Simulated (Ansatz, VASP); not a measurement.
# Ta: VASP beside Ansatz

```xyz
2
Lattice="2.9004 0.0000 0.0000 -1.4502 2.5118 0.0000 0.0000 0.0000 5.1663" Properties=species:S:1:pos:R:3 pbc="T T T"
Ta    1.4502    0.8373    3.8747
Ta    0.0000    1.6745    1.5166
```

Change from the starting cell: one atom moved.

Alike in both runs: task single point; functional PBE; k mesh 15 × 15 × 8; occupations gaussian, width 0.1 eV; no spin polarisation.

```csv
,VASP,Ansatz
version,VASP 6.6.1,Ansatz 0.2.0
potentials or method,"VASP PAW PBE potentials, release 64 (Ta_pv), cutoff 520 eV","scalar-relativistic, plane waves, PAW"
valence electrons in the cell,22,26
```

Ansatz gave:

* gap on the k mesh at the Fermi level (eV): none
* pressure (GPa): 3.0
* traceless stress, the component that is largest in VASP (GPa): 0.78
* rms of the force components (eV/Å): 1.418

**Question.** Estimate VASP's values.

**Answer.** gap on the k mesh at the Fermi level (eV): none; pressure (GPa): 3.1; traceless stress, the component that is largest in VASP (GPa): 0.78; rms of the force components (eV/Å): 1.416.

Atom by atom the forces differ by 0.002 eV/Å (rms over components). A gap of «none» marks a metal or a gap that the smearing closes. VASP's potentials hold 22 valence electrons a cell and Ansatz's 26, so a difference there can come from the potentials and not from the codes.

Spin-orbit coupling is off throughout.
